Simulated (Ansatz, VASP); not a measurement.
## Two plane-wave programs on Si

```
CELL_PARAMETERS angstrom
10.86000 0.00000 0.00000
0.00000 10.86000 0.00000
0.00000 0.00000 10.86000
ATOMIC_POSITIONS crystal
Si 0.50012 0.99988 0.99988
Si 0.62535 0.12524 0.12524
Si 0.75102 0.24990 0.00102
Si 0.87744 0.37553 0.12744
Si 0.75102 0.00102 0.24990
Si 0.87744 0.12744 0.37553
Si 0.99990 0.00102 0.00102
Si 0.12553 0.12744 0.12744
Si 0.24981 0.25019 0.00003
Si 0.37256 0.37447 0.12744
Si 0.49898 0.50010 0.00102
Si 0.62465 0.62476 0.12524
Si 0.74988 0.75012 0.99988
Si 0.87524 0.87535 0.12524
Si 0.24981 0.00003 0.25019
Si 0.37256 0.12744 0.37447
Si 0.49997 0.25019 0.25019
Si 0.62500 0.37500 0.37500
Si 0.75003 0.49981 0.25019
Si 0.87744 0.62256 0.37447
Si 0.49898 0.00102 0.50010
Si 0.62465 0.12524 0.62476
Si 0.75003 0.25019 0.49981
Si 0.87744 0.37447 0.62256
Si 0.74988 0.99988 0.75012
Si 0.87524 0.12524 0.87535
Si 0.00019 0.49981 0.00003
Si 0.12447 0.62256 0.12744
Si 0.25010 0.74898 0.00102
Si 0.37476 0.87465 0.12524
Si 0.00675 0.25675 0.25675
Si 0.00675 0.49325 0.49325
Si 0.24325 0.49325 0.25675
Si 0.37256 0.62256 0.37553
Si 0.49898 0.74898 0.24990
Si 0.62500 0.87500 0.37500
Si 0.00019 0.00003 0.49981
Si 0.12447 0.12744 0.62256
Si 0.24325 0.25675 0.49325
Si 0.37256 0.37553 0.62256
Si 0.49997 0.49981 0.49981
Si 0.62535 0.62476 0.62476
Si 0.75102 0.74898 0.50010
Si 0.87524 0.87465 0.62476
Si 0.25010 0.00102 0.74898
Si 0.37476 0.12524 0.87465
Si 0.49898 0.24990 0.74898
Si 0.62500 0.37500 0.87500
Si 0.75102 0.50010 0.74898
Si 0.87524 0.62476 0.87465
Si 0.00019 0.74997 0.25019
Si 0.12500 0.87500 0.37500
Si 0.12553 0.62256 0.62256
Si 0.24981 0.74997 0.49981
Si 0.37476 0.87535 0.62476
Si 0.00019 0.25019 0.74997
Si 0.12500 0.37500 0.87500
Si 0.24981 0.49981 0.74997
Si 0.37476 0.62476 0.87535
Si 0.50012 0.75012 0.75012
Si 0.62500 0.87500 0.87500
Si 0.99990 0.74898 0.74898
Si 0.12500 0.87500 0.87500
```

Alike in both runs: functional PBE; dispersion D3(BJ); k mesh 1 × 1 × 1; occupations gaussian, width 0.02 eV; no spin polarisation.

Ansatz relaxed the structure, and its values are those at the end. VASP's run is a single point on that final structure, the one shown.

```csv
,VASP,Ansatz
version,VASP 6.6.1,Ansatz 0.2.0
potentials or method,"VASP PAW PBE potentials, release 64 (Si), cutoff 520 eV","scalar-relativistic, plane waves, PAW"
valence electrons in the cell,252,252
```

VASP gave:

| Item | Value |
| --- | --- |
| rms of the force components (eV/Å) | 0.013 |

Q: Which values does Ansatz return?

A: rms of the force components (eV/Å): 0.012.
